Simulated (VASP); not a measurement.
# Al2O3 (R-3c) in VASP: further runs, part 2 of 2

VASP 6.6.1. The steps go on from the part before.

### Step 4. Single point, PBE (c/a of the conventional cell at fixed volume 2.9109)

File INCAR:

```
PREC = Accurate ; ENCUT = 520
EDIFF = 1E-6 ; ISMEAR = 0
SIGMA = 0.05 ; LREAL = F
LASPH = T ; NELM = 100
ALGO = Normal ; ISIF = 2
LWAVE = F ; LCHARG = F
GGA = PE ; NBANDS = 35
```

File KPOINTS:

```
Automatic mesh
0
Gamma
  6 6 6
```

File POSCAR:

```
Al2O3
1.0
    2.3529178629      1.3584577615      4.5660724047
   -2.3529178629      1.3584577615      4.5660724047
    0.0000000000     -2.7169155230      4.5660724047
Al O
4 6
Direct
    0.8406975503      0.8406975503      0.8406975503
    0.6593024497      0.6593024497      0.6593024497
    0.1593024497      0.1593024497      0.1593024497
    0.3406975503      0.3406975503      0.3406975503
    0.0561574040      0.4438425960      0.7500000000
    0.7500000000      0.0561574040      0.4438425960
    0.4438425960      0.7500000000      0.0561574040
    0.9438425960      0.5561574040      0.2500000000
    0.2500000000      0.9438425960      0.5561574040
    0.5561574040      0.2500000000      0.9438425960
```

On the command line:

```bash
$ cat potpaw_PBE.64/Al/POTCAR potpaw_PBE.64/O/POTCAR > POTCAR
$ mpirun -np 1 vasp_std > vasp.out
```

It took 1.9 min on 1 thread of Intel Xeon Platinum 8259CL at 2.50GHz (Skylake/Cascade Lake), shared host; peak memory 0.26 GiB.

The run converged. Its results:

- Free energy: -73.9434 eV
- Pressure: 2.8 GPa
- Largest force: 2.321 eV/Å
- Band gap on the k mesh: 5.73 eV, direct

Forces in eV/Å, atoms in the order of the input:
```
Al   0.000  0.000  2.321
Al   0.000  0.000 -2.321
Al   0.000  0.000 -2.321
Al   0.000  0.000  2.321
O    0.627  0.000  0.000
O   -0.314  0.543  0.000
O   -0.314 -0.543  0.000
O   -0.627  0.000  0.000
O    0.314 -0.543  0.000
O    0.314  0.543  0.000
```

Stress tensor (GPa, compression positive):
```
 8.10  0.00  0.00
 0.00  8.10  0.00
 0.00  0.00 -7.82
```

Levels at points of the mesh, in eV from the valence-band top:
```csv
k point,band 22,band 23,band 24,band 25,band 26,band 27
"(0.00, 0.00, 0.00)",-0.45,0.00,0.00,5.73,9.05,10.18
"(0.50, 0.00, 0.00)",-0.82,-0.49,-0.49,8.59,8.59,9.34
"(0.50, 0.50, 0.00)",-0.86,-0.80,-0.31,8.58,9.55,9.92
"(0.50, 0.50, 0.50)",-0.26,-0.26,-0.26,8.39,8.39,11.19
```

Caveat: forces of over 1 eV/Å act on the atoms, so gaps and moduli don't describe the material at rest.

### Step 5. Single point, PBE (c/a of the conventional cell at fixed volume 2.9109)

File INCAR:

```
SYSTEM = Al2O3
PREC = Accurate ; ENCUT = 520
EDIFF = 1E-7 ; ISMEAR = 0
SIGMA = 0.05 ; LREAL = .False.
LASPH = .True. ; NELM = 60
ALGO = Normal ; ISIF = 2
LWAVE = .False. ; LCHARG = .False.
GGA = PE ; NBANDS = 35
```

File KPOINTS:

```
Automatic mesh
0
Gamma
  6 6 6
  0 0 0
```

POSCAR: that of step 4 with these lines changed.

```diff
@@ -8,6 +8,6 @@
 Direct
-    0.8406975503      0.8406975503      0.8406975503
-    0.6593024497      0.6593024497      0.6593024497
-    0.1593024497      0.1593024497      0.1593024497
-    0.3406975503      0.3406975503      0.3406975503
+    0.8483187546      0.8483187546      0.8483187546
+    0.6516812454      0.6516812454      0.6516812454
+    0.1516812454      0.1516812454      0.1516812454
+    0.3483187546      0.3483187546      0.3483187546
     0.0561574040      0.4438425960      0.7500000000
```

Potentials or basis: VASP PAW PBE potentials, release 64 (Al, O).

On the command line:

```bash
$ cat potpaw_PBE.64/Al/POTCAR potpaw_PBE.64/O/POTCAR > POTCAR
$ mpirun -np 1 vasp_std > vasp.out
```

OUTCAR:

```text
SYSTEM = Al2O3
   PREC = Accurate
   ENCUT = 520
   EDIFF = 1E-7
   ISMEAR = 0
   LREAL = .False.
   LASPH = .True.
   NELM = 60
   ISIF = 2
   GGA = PE

 ion  position               nearest neighbor table
   1  0.848  0.848  0.848-   9 1.89   8 1.89  10 1.89   7 1.97   6 1.97   5 1.97   2 2.69   3 2.75
                             3 2.75   3 2.75   2 3.30   2 3.30   2 3.30
   2  0.652  0.652  0.652-  10 1.89   8 1.89   9 1.89   6 1.97   7 1.97   5 1.97   1 2.69   4 2.75
                             4 2.75   4 2.75   1 3.30   1 3.30   1 3.30
   3  0.152  0.152  0.152-   6 1.89   5 1.89   7 1.89  10 1.97   9 1.97   8 1.97   4 2.69   1 2.75
[... 1141 lines left out ...]
  external PRESSURE =       5.8405589 kB  Pullay stress =       0.0000000 kB

 VOLUME and BASIS-vectors are now :
 -----------------------------------------------------------------------------
  energy-cutoff  :      520.00
  volume of cell :       87.57
      direct lattice vectors                 reciprocal lattice vectors
     2.352917863  1.358457761  4.566072405     0.212502106  0.122688148  0.073002201
    -2.352917863  1.358457761  4.566072405    -0.212502106  0.122688148  0.073002201
     0.000000000 -2.716915523  4.566072405     0.000000000 -0.245376296  0.073002201

 POSITION                                       TOTAL-FORCE (eV/Angst)
 -----------------------------------------------------------------------------------
      0.00000      0.00000     11.62045        -0.000000     -0.000000      0.434092
      0.00000      0.00000      8.92687        -0.000000     -0.000000     -0.434092
      0.00000      0.00000      2.07776        -0.000000     -0.000000     -0.434092
      0.00000      0.00000      4.77135        -0.000000     -0.000000      0.434092
     -0.91219     -1.35846      5.70759         0.285457     -0.000000     -0.000000
      1.63255     -0.11075      5.70759        -0.142729      0.247213     -0.000000
     -0.72036      1.46921      5.70759        -0.142729     -0.247213     -0.000000
      0.91219      1.35846      7.99063        -0.285457     -0.000000     -0.000000
     -1.63255      0.11075      7.99063         0.142729     -0.247213     -0.000000
      0.72036     -1.46921      7.99063         0.142729      0.247213     -0.000000
 -----------------------------------------------------------------------------------
    total drift:                               -0.000000     -0.000000     -0.000000

  FREE ENERGIE OF THE ION-ELECTRON SYSTEM (eV)
  ---------------------------------------------------
  free  energy   TOTEN  =       -74.4972663981 eV

  energy  without entropy=      -74.4972663981  energy(sigma->0) =      -74.49726640
```

Run time: 1.9 min. Hardware: 1 thread of Intel Xeon Platinum 8259CL at 2.50GHz (Skylake/Cascade Lake), shared host; peak memory 0.26 GiB.

Results:

```yaml
Free_energy: -74.4973 eV
Pressure: 0.6 GPa
Largest_force: 0.434 eV/Å
Band_gap_on_the_k_mesh: 5.66 eV, direct
```

Forces on the atoms (eV/Å):
```
Al   0.000  0.000  0.434
Al   0.000  0.000 -0.434
Al   0.000  0.000 -0.434
Al   0.000  0.000  0.434
O    0.285  0.000  0.000
O   -0.143  0.247  0.000
O   -0.143 -0.247  0.000
O   -0.285  0.000  0.000
O    0.143 -0.247  0.000
O    0.143  0.247  0.000
```

Stress tensor (GPa, compression positive):
```
  8.44   0.00   0.00
  0.00   8.44   0.00
  0.00   0.00 -15.13
```

### Step 6. Single point, PBE (c/a of the conventional cell at fixed volume 2.1832)

File INCAR:

```
SYSTEM = Al2O3
PREC = Accurate
ENCUT = 520
EDIFF = 1E-7
ISMEAR = 0
SIGMA = 0.05
LREAL = .FALSE.
LASPH = .TRUE.
NELM = 100
ALGO = Normal
ISIF = 2
LWAVE = .FALSE.
LCHARG = .FALSE.
GGA = PE
NBANDS = 35
```

File KPOINTS:

```
Automatic mesh
0
G
  6 6 6
  0 0 0
```

File POSCAR:

```
Al2O3
1.0
    2.5897113169      1.4951705259      3.7692384980
   -2.5897113169      1.4951705259      3.7692384980
    0.0000000000     -2.9903410518      3.7692384980
Al O
4 6
Direct
    0.8406975503      0.8406975503      0.8406975503
    0.6593024497      0.6593024497      0.6593024497
    0.1593024497      0.1593024497      0.1593024497
    0.3406975503      0.3406975503      0.3406975503
    0.0561574040      0.4438425960      0.7500000000
    0.7500000000      0.0561574040      0.4438425960
    0.4438425960      0.7500000000      0.0561574040
    0.9438425960      0.5561574040      0.2500000000
    0.2500000000      0.9438425960      0.5561574040
    0.5561574040      0.2500000000      0.9438425960
```

Potentials or basis: VASP PAW PBE potentials, release 64 (Al, O).

On the command line:

```bash
$ cat potpaw_PBE.64/Al/POTCAR potpaw_PBE.64/O/POTCAR > POTCAR
$ mpirun -np 1 vasp_std > vasp.out
```

OUTCAR:

```text
SYSTEM = Al2O3
   PREC = Accurate
   ENCUT = 520
   EDIFF = 1E-7
   ISMEAR = 0
   LREAL = .FALSE.
   LASPH = .TRUE.
   NELM = 100
   ISIF = 2
   GGA = PE

 ion  position               nearest neighbor table
   1  0.841  0.841  0.841-   6 1.89   7 1.89   5 1.89   9 2.00   8 2.00  10 2.00   2 2.05   3 2.99
                             3 2.99   3 2.99
   2  0.659  0.659  0.659-   6 1.89   7 1.89   5 1.89  10 2.00   8 2.00   9 2.00   1 2.05   4 2.99
                             4 2.99   4 2.99
   3  0.159  0.159  0.159-   9 1.89  10 1.89   8 1.89   6 2.00   5 2.00   7 2.00   4 2.05   1 2.99
                             1 2.99   1 2.99
   4  0.341  0.341  0.341-   9 1.89  10 1.89   8 1.89   7 2.00   5 2.00   6 2.00   3 2.05   2 2.99
                             2 2.99   2 2.99
   5  0.056  0.444  0.750-   1 1.89   2 1.89   3 2.00   4 2.00
   6  0.750  0.056  0.444-   1 1.89   2 1.89   3 2.00   4 2.00
   7  0.444  0.750  0.056-   1 1.89   2 1.89   4 2.00   3 2.00
   8  0.944  0.556  0.250-   3 1.89   4 1.89   1 2.00   2 2.00
   9  0.250  0.944  0.556-   3 1.89   4 1.89   1 2.00   2 2.00
  10  0.556  0.250  0.944-   3 1.89   4 1.89   2 2.00   1 2.00

  LATTYP: Found a trigonal (rhomboedric) cell.
 ALAT       =     4.8113717858
 COS(alpha) =     0.4205781470

  Lattice vectors:

 A1 = (   2.5897113169,   1.4951705259,   3.7692384980)
 A2 = (  -2.5897113169,   1.4951705259,   3.7692384980)
 A3 = (   0.0000000000,  -2.9903410518,   3.7692384980)

Analysis of symmetry for initial positions (statically):
=====================================================================
 Subroutine PRICEL returns:
 Original cell was already a primitive cell.

 Routine SETGRP: Setting up the symmetry group for a
 trigonal (rhombohedral) supercell.

 Subroutine GETGRP returns: Found 12 space group operations
 (whereof  6 operations were pure point group operations)
 out of a pool of 12 trial point group operations.

The static configuration has the point symmetry S_6 .
 The point group associated with its full space group is D_3d.

Analysis of symmetry for dynamics (positions and initial velocities):
=====================================================================
 Subroutine PRICEL returns:
 Original cell was already a primitive cell.

 Routine SETGRP: Setting up the symmetry group for a
 trigonal (rhombohedral) supercell.

 Subroutine GETGRP returns: Found 12 space group operations
 (whereof  6 operations were pure point group operations)
 out of a pool of 12 trial point group operations.

The dynamic configuration has the point symmetry S_6 .
 The point group associated with its full space group is D_3d.

 Subroutine INISYM returns: Found 12 space group operations
 (whereof  6 operations are pure point group operations),
 and found     1 'primitive' translations

----------------------------------------------------------------------------------------

                                     Primitive cell

  volume of cell :      87.5683

  direct lattice vectors                    reciprocal lattice vectors
     2.589711317  1.495170526  3.769238498     0.193071713  0.111470005  0.088435193
    -2.589711317  1.495170526  3.769238498    -0.193071713  0.111470005  0.088435193
     0.000000000 -2.990341052  3.769238498     0.000000000 -0.222940011  0.088435193
[... 59 lines left out ...]
  0.333333  0.000000  0.000000      6.000000
  0.500000 -0.000000  0.000000      3.000000
  0.166667  0.166667  0.000000      6.000000
  0.333333  0.166667  0.000000     12.000000
[... 16 lines left out ...]
  0.500000  0.500000  0.166667      6.000000
 -0.333333  0.500000  0.166667     12.000000
 [... further k-points ...]
   k-points           NKPTS =     32   k-points in BZ     NKDIM =     32   number of bands    NBANDS=     35
   number of dos      NEDOS =    301   number of ions     NIONS =     10
   total plane-waves  NPLWV =  46656
   dimension x,y,z NGX =    36 NGY =   36 NGZ =   36
   dimension x,y,z NGXF=    72 NGYF=   72 NGZF=   72
   ions per type =               4   6
   NGX,Y,Z   is equivalent  to a cutoff of  12.44, 12.44, 12.44 a.u.
   NGXF,Y,Z  is equivalent  to a cutoff of  24.88, 24.88, 24.88 a.u.
 SYSTEM =  Al2O3
   PREC   = accura    normal or accurate (medium, high low for compatibility)
   ISTART =      0    job   : 0-new  1-cont  2-samecut
   ICHARG =      2    charge: 1-file 2-atom 10-const
   ISPIN  =      1    spin polarized calculation?
   LNONCOLLINEAR =      F non collinear calculations
   LSORBIT =      F    spin-orbit coupling
   LASPH  =      T    aspherical Exc in radial PAW
   ENCUT  =  520.0 eV  38.22 Ry    6.18 a.u.   8.95  8.95  8.95*2*pi/ulx,y,z
   NELM   =    100;   NELMIN=  2; NELMDL= -5     # of ELM steps
   EDIFF  = 0.1E-06   stopping-criterion for ELM
   LREAL  =      F    real-space projection
   EDIFFG = 0.1E-05   stopping-criterion for IOM
   NSW    =      0    number of steps for IOM
   IBRION =     -1    ionic relax: 0-MD 1-quasi-New 2-CG
   NFREE  =      0    steps in history (QN), initial steepest desc. (CG)
   ISIF   =      2    stress and relaxation
   ISYM   =      2    0-nonsym 1-usesym 2-fastsym
   POTIM  = 0.5000    time-step for ionic-motion
   TEBEG  =    0.0;   TEEND  =   0.0 temperature during run
   PSTRESS=    0.0 pullay stress
   NELECT =      48.0000    total number of electrons
   NUPDOWN=      -1.0000    fix difference up-down
   EMIN   =  10.00;   EMAX   =-10.00  energy-range for DOS
   EFERMI =   0.00;   METHOD = LEGACY
   ISMEAR =     0;   SIGMA  =   0.05  broadening in eV -4-tet -1-fermi 0-gaus
   EFERMI_NEDOS =   21; number of points for ismear=-14 and -15
   IALGO  =     38    algorithm
   IMIX   =      4    mixing-type and parameters
     AMIX     =   0.40;   BMIX     =  1.00
     AMIX_MAG =   1.60;   BMIX_MAG =  1.00
  volume/ion in A,a.u.               =       8.76        59.09
  Fermi-wavevector in a.u.,A,eV,Ry     =   1.339799  2.531853 24.423286  1.795061
  Thomas-Fermi vector in A             =   2.468162
   LORBIT       =      0    0 simple, 1 ext, 2 COOP (PROOUT), +10 PAW based schemes
   GGA     = PE    functional components
   LHFCALC =     F    Hartree Fock is set to
   AEXX    =    0.0000 exact exchange contribution
   IVDW    =     0    specifies the selected vdW correction
   LEPSILON=     F    determine dielectric tensor
   LRPA    =     F    only Hartree local field effects (RPA)
 non-spin polarized calculation
 Gauss-broadening in eV      SIGMA  =   0.05
  energy-cutoff  :      520.00
  volume of cell :       87.57
 maximum number of plane-waves:      2375
   NGX = 17   NGY = 17   NGZ = 17

 number of electron      47.9999986 magnetization

 Free energy of the ion-electron system (eV)
  ---------------------------------------------------
  ext. energy  EPLUGINS =         0.00000000
  ---------------------------------------------------
  free energy    TOTEN  =       -68.94197931 eV

  energy without entropy =      -68.94197931  energy(sigma->0) =      -68.94197931

 E-fermi :   7.0649     XC(G=0): -11.5282

 val. band max:        6.8142989707   @ k =   0.0000   0.0000   0.0000
 cond. band min:      10.6629237375   @ k =   0.0000   0.0000   0.0000
 fundamental gap:      3.8486247668
 Fermi energy:         7.0648981078

 k-point     1 :       0.0000    0.0000    0.0000
  band No.  band energies     occupation
      1     -13.2760      2.00000
      2     -10.9658      2.00000
      3     -10.9658      2.00000
      4     -10.4316      2.00000
      5     -10.4316      2.00000
      6     -10.2068      2.00000
[... 901 lines left out ...]
     34      18.6891      0.00000
     35      18.8725      0.00000

 [... further k-points ...]
[... 5 lines left out ...]
  --------------------------------------------------------------------------------------
  -------------------------------------------------------------------------------------
  Total      -14.0720325    -14.0720325     44.2226892      0.0000000      0.0000000      0.0000000
  in kB     -257.4663420   -257.4663420    809.1122571      0.0000000      0.0000000      0.0000000
  external PRESSURE =      98.0598577 kB  Pullay stress =       0.0000000 kB

 VOLUME and BASIS-vectors are now :
 -----------------------------------------------------------------------------
  energy-cutoff  :      520.00
  volume of cell :       87.57
      direct lattice vectors                 reciprocal lattice vectors
     2.589711317  1.495170526  3.769238498     0.193071713  0.111470005  0.088435193
    -2.589711317  1.495170526  3.769238498    -0.193071713  0.111470005  0.088435193
     0.000000000 -2.990341052  3.769238498     0.000000000 -0.222940011  0.088435193

 POSITION                                       TOTAL-FORCE (eV/Angst)
 -----------------------------------------------------------------------------------
      0.00000      0.00000      9.50637         0.000000      0.000000      7.787072
      0.00000      0.00000      7.45520         0.000000      0.000000     -7.787072
      0.00000      0.00000      1.80135         0.000000      0.000000     -7.787072
      0.00000      0.00000      3.85251         0.000000     -0.000000      7.787072
     -1.00399     -1.49517      4.71155        -0.354163     -0.000000     -0.000000
      1.79685     -0.12190      4.71155         0.177081     -0.306714     -0.000000
     -0.79286      1.61707      4.71155         0.177081      0.306714     -0.000000
      1.00399      1.49517      6.59617         0.354163     -0.000000     -0.000000
     -1.79685      0.12190      6.59617        -0.177081      0.306714     -0.000000
      0.79286     -1.61707      6.59617        -0.177081     -0.306714     -0.000000
 -----------------------------------------------------------------------------------
    total drift:                               -0.000000      0.000000      0.000000

  FREE ENERGIE OF THE ION-ELECTRON SYSTEM (eV)
  ---------------------------------------------------
  free  energy   TOTEN  =       -68.9419793108 eV

  energy  without entropy=      -68.9419793108  energy(sigma->0) =      -68.94197931
```

Run time: 76 s. Hardware: 1 thread of Intel Xeon Platinum 8259CL at 2.50GHz (Skylake/Cascade Lake), shared host; peak memory 0.23 GiB.

What came out:

```
Free energy            : -68.9420 eV
Pressure               : 9.8 GPa
Largest force          : 7.787 eV/Å
Band gap on the k mesh : 3.85 eV, direct
```

Forces on the atoms (eV/Å):
```
Al   0.000  0.000  7.787
Al   0.000  0.000 -7.787
Al   0.000  0.000 -7.787
Al   0.000  0.000  7.787
O   -0.354  0.000  0.000
O    0.177 -0.307  0.000
O    0.177  0.307  0.000
O    0.354  0.000  0.000
O   -0.177  0.307  0.000
O   -0.177 -0.307  0.000
```

Caveat: forces of over 1 eV/Å act on the atoms, so gaps and moduli don't describe the material at rest.

### Step 7. The runs side by side

```csv
cell,gap on the mesh (eV),pressure (GPa),largest force (eV/Å)
"a = 5.449 Å, angles 50.1°, 10 atoms",5.06,7.1,1.63
"a = 5.313 Å, angles 52.6°, 10 atoms",5.66,0.6,0.43
"a = 4.811 Å, angles 65.1°, 10 atoms",3.85,9.8,7.79
```

Some of these runs hold the atoms at other places in the same cell, which the table doesn't show; runs alike in all that it shows share one row.

Alike in all rows: task single point; level PBE; potentials or basis VASP PAW PBE potentials, release 64 (Al, O); no spin polarisation; k mesh 6 × 6 × 6; cutoff (eV) 520; smearing gaussian 0.05 eV.

Caveats: forces of over 1 eV/Å act on the atoms, so gaps and moduli don't describe the material at rest (some runs).

Total energies depend on the potentials used, so only differences within one code and one set of settings carry meaning.
